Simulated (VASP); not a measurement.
Write the native input for VASP 6.6.1 that does the following.

| Property | Result |
| --- | --- |
| Task | single point |
| Functional | LDA |
| Potentials or basis | VASP PAW PBE potentials, release 64 (Lu, Cd) |
| Cutoff | 520 eV |
| k mesh | 8 × 8 × 8 |
| Occupations | methfessel-paxton, width 0.15 eV |
| Spin | no spin polarisation |
| Dipole correction | no |
| Further INCAR settings | ALGO = Normal; EDIFF = 1e-07; NBANDS = 26 |

The structure of LuCd lies in POSCAR:

```
LuCd
1.0
    3.6409900000      0.0000000000      0.0000000000
    0.0000000000      3.6409900000      0.0000000000
    0.0000000000      0.0000000000      3.6409900000
Lu Cd
1 1
Direct
    0.5000000000      0.5000000000      0.5000000000
    0.0000000000      0.0000000000      0.0000000000
```

One way to write it, as run:

INCAR

```
PREC = Accurate
ENCUT = 520
EDIFF = 1E-7
ISMEAR = 1
SIGMA = 0.15
LREAL = F
LASPH = T
NELM = 80
ALGO = Normal
ISIF = 2
LWAVE = F
LCHARG = F
GGA = CA
NBANDS = 26
```

KPOINTS

```
Automatic mesh
0
Gamma
  8 8 8
```

Potentials or basis: VASP PAW PBE potentials, release 64 (Lu, Cd).

Launch:

```bash
$ cat potpaw_PBE.64/Lu/POTCAR potpaw_PBE.64/Cd/POTCAR > POTCAR
$ mpirun -np 1 vasp_std > vasp.out
```

It gave:

| Item | Value |
| --- | --- |
| Pressure | -4.3 GPa |

Caveat: the PAW data sets were made with another functional, which shifts forces and pressure a little.

Wall time 47 s on 1 thread of Intel(R) Xeon(R) Platinum 8259CL CPU @ 2.50GHz (Skylake/Cascade Lake), with other jobs on the host, peak memory 0.18 GiB.
